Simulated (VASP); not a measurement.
# Si (P1) in VASP: single point with PBE

Aim: the single point of Si with PBE.

All numbers are computed with VASP 6.6.1; they aren't measurements. Logs are shortened: lines on timing, memory, paths and dates and some standing lists are left out, and cuts for length are marked.

## Step 1: The cell of the first run

The typed cell holds 8 atoms: a = 3.851 Å, b = 3.851 Å, c = 12.758 Å, α = 86.39°, β = 87.12°, γ = 60.00°.

## Step 2: Single point, PBE (the part above a cut slid along it)

INCAR

```
SYSTEM = Si
  ALGO = Normal
  EDIFF = 1E-7
  ENCUT = 520
  GGA = PE
  ISIF = 2
  ISMEAR = 0
  LASPH = .True.
  LCHARG = .True.
  LELF = .True.
  LREAL = .False.
  LUSENCCL = .False.
  LVHAR = .True.
  LWAVE = .False.
  NBANDS = 26
  NELM = 80
  PREC = Accurate
  SIGMA = 0.05
```

KPOINTS

```
k-points
0
Gamma
  10 10 3
  0 0 0
```

POSCAR

```
Si
1.0
   -3.8510822046      0.0000000000      0.0000000000
   -1.9255411023     -3.3351350213      0.0000000000
   -0.6418470341     -0.5558558369     12.7293621948
Si
8
Direct
    0.2577944970      0.1822556606      0.9064660365
    0.2994611636      0.2655889939      0.4064660365
    0.6536278303      0.6405889939      0.1564660365
    0.6119611636      0.5572556606      0.6564660365
    0.3255388364      0.3177443394      0.0935339635
    0.2838721697      0.2344110061      0.5935339635
    0.6380388364      0.6094110061      0.3435339635
    0.5963721697      0.5260776728      0.8435339635
```

Potentials or basis: VASP PAW PBE potentials, release 64 (Si).

Command:

```bash
> cat potpaw_PBE.64/Si/POTCAR > POTCAR
> mpirun -np 1 vasp_std > vasp.out
```

OUTCAR:

```text
SYSTEM = Si
   EDIFF = 1E-7
   ENCUT = 520
   GGA = PE
   ISIF = 2
   ISMEAR = 0
   LASPH = .True.
   LREAL = .False.
   NELM = 80
   PREC = Accurate

 ion  position               nearest neighbor table
   1  0.258  0.182  0.906-   8 2.36   8 2.36   8 2.36   5 2.53
   2  0.299  0.266  0.406-   7 2.36   7 2.36   7 2.36   6 2.38
   3  0.654  0.641  0.156-   5 2.36   5 2.36   5 2.36   7 2.38
   4  0.612  0.557  0.656-   6 2.36   6 2.36   6 2.36   8 2.38
   5  0.326  0.318  0.094-   3 2.36   3 2.36   3 2.36   1 2.53
   6  0.284  0.234  0.594-   4 2.36   4 2.36   4 2.36   2 2.38
   7  0.638  0.609  0.344-   2 2.36   2 2.36   2 2.36   3 2.38
   8  0.596  0.526  0.844-   1 2.36   1 2.36   1 2.36   4 2.38

  LATTYP: Found a triclinic cell.
 ALAT       =     3.8510822046
 B/A-ratio  =     1.0000000000
 C/A-ratio  =     3.6365191898
 COS(alpha) =     0.0114578432
 COS(beta)  =     0.3666509824
 COS(gamma) =     0.5000000000

  Lattice vectors:

 A1 = (  -3.8510822046,   0.0000000000,   0.0000000000)
 A2 = (  -1.9255411023,   3.3351350213,   0.0000000000)
 A3 = (  -5.1347762728,  -2.7792791844, -12.7293621948)

Analysis of symmetry for initial positions (statically):
=====================================================================
 Subroutine PRICEL returns:
 Original cell was already a primitive cell.

 Routine SETGRP: Setting up the symmetry group for a
 triclinic supercell.

 Subroutine GETGRP returns: Found  1 space group operations
 (whereof  1 operations were pure point group operations)
 out of a pool of  2 trial point group operations.

The static configuration has the point symmetry C_1 .

Analysis of symmetry for dynamics (positions and initial velocities):
=====================================================================
 Subroutine PRICEL returns:
 Original cell was already a primitive cell.

 Routine SETGRP: Setting up the symmetry group for a
 triclinic supercell.

 Subroutine GETGRP returns: Found  1 space group operations
 (whereof  1 operations were pure point group operations)
 out of a pool of  2 trial point group operations.

The dynamic configuration has the point symmetry C_1 .

 Subroutine INISYM returns: Found  1 space group operations
 (whereof  1 operations are pure point group operations),
 and found     1 'primitive' translations

----------------------------------------------------------------------------------------

                                     Primitive cell

  volume of cell :     163.4944

  direct lattice vectors                    reciprocal lattice vectors
    -3.851082205  0.000000000  0.000000000    -0.259667269  0.149918968 -0.006546544
    -1.925541102 -3.335135021  0.000000000    -0.000000000 -0.299837936 -0.013093089
    -0.641847034 -0.555855837 12.729362195     0.000000000  0.000000000  0.078558531

  length of vectors
     3.851082205  3.851082205 12.757648890     0.299909395  0.300123669  0.078558531

  position of ions in fractional coordinates (direct lattice)
     0.257794497  0.182255661  0.906466036
     0.299461164  0.265588994  0.406466036
     0.653627830  0.640588994  0.156466036
     0.611961164  0.557255661  0.656466036
     0.325538836  0.317744339  0.093533964
     0.283872170  0.234411006  0.593533964
     0.638038836  0.609411006  0.343533964
     0.596372170  0.526077673  0.843533964

  ion indices of the primitive-cell ions
   primitive index   ion index
                 1           1
                 2           2
                 3           3
                 4           4
                 5           5
                 6           6
                 7           7
                 8           8

----------------------------------------------------------------------------------------

 KPOINTS: k-points

Automatic generation of k-mesh.
 Grid dimensions read from file:
 generate k-points for:   10   10    3

 Generating k-lattice:

  Cartesian coordinates                     Fractional coordinates (reciprocal lattice)
    -0.025966727  0.014991897 -0.000654654     0.100000000 -0.000000000 -0.000000000
    -0.000000000 -0.029983794 -0.001309309     0.000000000  0.100000000  0.000000000
     0.000000000  0.000000000  0.026186177     0.000000000  0.000000000  0.333333333

  Length of vectors
     0.029990939  0.030012367  0.026186177

  Shift w.r.t. Gamma in fractional coordinates (k-lattice)
     0.000000000  0.000000000  0.000000000

 Subroutine IBZKPT returns following result:
 ===========================================

 Found    152 irreducible k-points:

 Following reciprocal coordinates:
            Coordinates               Weight
  0.000000  0.000000  0.000000      1.000000
  0.100000  0.000000  0.000000      2.000000
  0.200000  0.000000  0.000000      2.000000
  0.300000  0.000000  0.000000      2.000000
  0.400000  0.000000  0.000000      2.000000
  0.500000  0.000000  0.000000      1.000000
[... 16 lines left out ...]
 -0.400000  0.200000  0.000000      2.000000
 -0.300000  0.200000  0.000000      2.000000
 [... further k-points ...]
   k-points           NKPTS =    152   k-points in BZ     NKDIM =    152   number of bands    NBANDS=     26
   number of dos      NEDOS =    301   number of ions     NIONS =      8
   total plane-waves  NPLWV =  86400
   dimension x,y,z NGX =    30 NGY =   30 NGZ =   96
   dimension x,y,z NGXF=    60 NGYF=   60 NGZF=  192
   ions per type =               8
   NGX,Y,Z   is equivalent  to a cutoff of  12.95, 12.95, 12.51 a.u.
   NGXF,Y,Z  is equivalent  to a cutoff of  25.90, 25.90, 25.02 a.u.
 SYSTEM =  Si
   PREC   = accura    normal or accurate (medium, high low for compatibility)
   ISTART =      0    job   : 0-new  1-cont  2-samecut
   ICHARG =      2    charge: 1-file 2-atom 10-const
   ISPIN  =      1    spin polarized calculation?
   LNONCOLLINEAR =      F non collinear calculations
   LSORBIT =      F    spin-orbit coupling
   LASPH  =      T    aspherical Exc in radial PAW
   ENCUT  =  520.0 eV  38.22 Ry    6.18 a.u.   7.16  7.16 23.72*2*pi/ulx,y,z
   NELM   =     80;   NELMIN=  2; NELMDL= -5     # of ELM steps
   EDIFF  = 0.1E-06   stopping-criterion for ELM
   LREAL  =      F    real-space projection
   EDIFFG = 0.1E-05   stopping-criterion for IOM
   NSW    =      0    number of steps for IOM
   IBRION =     -1    ionic relax: 0-MD 1-quasi-New 2-CG
   NFREE  =      0    steps in history (QN), initial steepest desc. (CG)
   ISIF   =      2    stress and relaxation
   ISYM   =      2    0-nonsym 1-usesym 2-fastsym
   POTIM  = 0.5000    time-step for ionic-motion
   TEBEG  =    0.0;   TEEND  =   0.0 temperature during run
   PSTRESS=    0.0 pullay stress
   NELECT =      32.0000    total number of electrons
   NUPDOWN=      -1.0000    fix difference up-down
   EMIN   =  10.00;   EMAX   =-10.00  energy-range for DOS
   EFERMI =   0.00;   METHOD = LEGACY
   ISMEAR =     0;   SIGMA  =   0.05  broadening in eV -4-tet -1-fermi 0-gaus
   EFERMI_NEDOS =   21; number of points for ismear=-14 and -15
   IALGO  =     38    algorithm
   IMIX   =      4    mixing-type and parameters
     AMIX     =   0.40;   BMIX     =  1.00
     AMIX_MAG =   1.60;   BMIX_MAG =  1.00
  volume/ion in A,a.u.               =      20.44       137.91
  Fermi-wavevector in a.u.,A,eV,Ry     =   0.950511  1.796206 12.292475  0.903471
  Thomas-Fermi vector in A             =   2.078895
   LORBIT       =      0    0 simple, 1 ext, 2 COOP (PROOUT), +10 PAW based schemes
   GGA     = PE    functional components
   LHFCALC =     F    Hartree Fock is set to
   AEXX    =    0.0000 exact exchange contribution
   IVDW    =     0    specifies the selected vdW correction
   LEPSILON=     F    determine dielectric tensor
   LRPA    =     F    only Hartree local field effects (RPA)
 non-spin polarized calculation
 Gauss-broadening in eV      SIGMA  =   0.05
  energy-cutoff  :      520.00
  volume of cell :      163.49
 maximum number of plane-waves:      4433
 NGX is ok and might be reduce to    30
   NGX = 15   NGY = 15   NGZ = 47

 number of electron      32.0000001 magnetization

 Free energy of the ion-electron system (eV)
  ---------------------------------------------------
  ext. energy  EPLUGINS =         0.00000000
  ---------------------------------------------------
  free energy    TOTEN  =       -42.94338545 eV

  energy without entropy =      -42.94338474  energy(sigma->0) =      -42.94338510

 E-fermi :   6.0162     XC(G=0):  -9.3441

 val. band max:        5.8978522698   @ k =   0.0000   0.0000   0.0000
 cond. band min:       6.1411411720   @ k =   0.4000   0.4000   0.3333
 fundamental gap:      0.2432889022
 Fermi energy:         6.0161809498

 k-point     1 :       0.0000    0.0000    0.0000
  band No.  band energies     occupation
      1      -6.1953      2.00000
      2      -5.4392      2.00000
      3      -5.4054      2.00000
      4      -3.9772      2.00000
      5      -1.1826      2.00000
      6       1.6553      2.00000
[... 18 lines left out ...]
     25       8.8964      0.00000
     26       8.9501      0.00000

 k-point     2 :       0.1000    0.0000    0.0000
  band No.  band energies     occupation
      1      -6.0801      2.00000
      2      -5.3286      2.00000
      3      -5.2873      2.00000
      4      -3.8602      2.00000
      5      -1.1218      2.00000
      6       1.6487      2.00000
[... 18 lines left out ...]
     25       9.1988      0.00000
     26       9.2277      0.00000

 k-point     3 :       0.2000    0.0000    0.0000
  band No.  band energies     occupation
      1      -5.7389      2.00000
      2      -4.9990      2.00000
      3      -4.9411      2.00000
      4      -3.5130      2.00000
      5      -1.0043      2.00000
      6       1.3675      2.00000
[... 572 lines left out ...]
 k-point    23 :      -0.4000    0.2000    0.0000
  band No.  band energies     occupation
      1      -3.6862      2.00000
      2      -3.1279      2.00000
      3      -2.9924      2.00000
      4      -2.5225      2.00000
      5      -1.4475      2.00000
      6      -1.3528      2.00000
[... 18 lines left out ...]
     25      10.4364      0.00000
     26      10.6735      0.00000

 k-point    24 :      -0.3000    0.2000    0.0000
  band No.  band energies     occupation
      1      -4.1825      2.00000
      2      -3.5083      2.00000
      3      -3.4318      2.00000
      4      -2.0120      2.00000
      5      -1.8854      2.00000
      6      -0.8933      2.00000
[... 18 lines left out ...]
     25      10.3332      0.00000
     26      10.4018      0.00000

 [... further k-points ...]

------------------------ aborting loop because EDIFF is reached ----------------------------------------

  FORCE on cell =-STRESS in cart. coord.  units (eV):
  Direction    XX          YY          ZZ          XY          YZ          ZX
  --------------------------------------------------------------------------------------
  -------------------------------------------------------------------------------------
  Total       -0.4873607     -0.3118186     -1.0582035     -0.5137416      2.0169991      2.3209590
  in kB       -4.7759330     -3.0556930    -10.3699559     -5.0344547     19.7657558     22.7444369
  external PRESSURE =      -6.0671940 kB  Pullay stress =       0.0000000 kB

 VOLUME and BASIS-vectors are now :
 -----------------------------------------------------------------------------
  energy-cutoff  :      520.00
  volume of cell :      163.49
      direct lattice vectors                 reciprocal lattice vectors
    -3.851082205  0.000000000  0.000000000    -0.259667269  0.149918968 -0.006546544
    -1.925541102 -3.335135021  0.000000000    -0.000000000 -0.299837936 -0.013093089
    -0.641847034 -0.555855837 12.729362195     0.000000000  0.000000000  0.078558531

 POSITION                                       TOTAL-FORCE (eV/Angst)
 -----------------------------------------------------------------------------------
     -1.92554     -1.11171     11.53873        -0.586591     -0.558416      0.575705
     -1.92554     -1.11171      5.17405        -0.009320     -0.009453     -0.000660
     -3.85108     -2.22342      1.99171        -0.141270     -0.087592     -0.014743
     -3.85108     -2.22342      8.35639        -0.124710     -0.091274     -0.041487
     -1.92554     -1.11171      1.19063         0.729030      0.582121     -0.564131
     -1.92554     -1.11171      7.55531         0.012737      0.010058      0.002450
     -3.85108     -2.22342      4.37297         0.080430      0.087016      0.031803
     -3.85108     -2.22342     10.73765         0.039694      0.067541      0.011063
 -----------------------------------------------------------------------------------
    total drift:                               -0.000007     -0.000002      0.000011

  FREE ENERGIE OF THE ION-ELECTRON SYSTEM (eV)
  ---------------------------------------------------
  free  energy   TOTEN  =       -42.9433854547 eV

  energy  without entropy=      -42.9433847428  energy(sigma->0) =      -42.94338510
```

It took 7.2 min on 1 × NVIDIA H100 80GB with 1 thread of Intel Xeon Platinum 8481C at 2.70GHz (Sapphire Rapids), shared host; peak memory 1.5 GiB.

Results:

- Free energy: -42.9434 eV
- Pressure: -0.6 GPa
- Largest force: 1.090 eV/Å
- Band gap on the k mesh: 0.24 eV (least direct gap 1.09 eV)

Forces in eV/Å, atoms in the order of the input:
```
Si  -0.587 -0.558  0.576
Si  -0.009 -0.009 -0.001
Si  -0.141 -0.088 -0.015
Si  -0.125 -0.091 -0.041
Si   0.729  0.582 -0.564
Si   0.013  0.010  0.002
Si   0.080  0.087  0.032
Si   0.040  0.068  0.011
```

Levels at points of the mesh, in eV from the valence-band top:
| k point | band 12 | band 13 | band 14 | band 15 | band 16 | band 17 | band 18 | band 19 | band 20 | band 21 |
| --- | --- | --- | --- | --- | --- | --- | --- | --- | --- | --- |
| (0.00, 0.00, 0.00) | -0.87 | -0.82 | -0.37 | -0.10 | 0.00 | 1.09 | 1.65 | 1.86 | 2.02 | 2.10 |
| (0.50, 0.00, 0.00) | -2.66 | -2.47 | -2.28 | -2.09 | -1.49 | 0.51 | 0.58 | 0.93 | 1.56 | 1.85 |
| (0.00, 0.50, 0.00) | -2.63 | -2.50 | -2.32 | -2.02 | -1.46 | 0.49 | 0.58 | 0.90 | 1.42 | 1.92 |
| (0.50, 0.50, 0.00) | -2.60 | -2.43 | -2.39 | -1.94 | -1.46 | 0.44 | 0.51 | 0.94 | 1.31 | 1.97 |

Caveat: the cell differs from its parent crystal (the part above a cut slid along it); forces of over 1 eV/Å act on the atoms, so gaps and moduli don't describe the material at rest. A k mesh can miss the band edges.
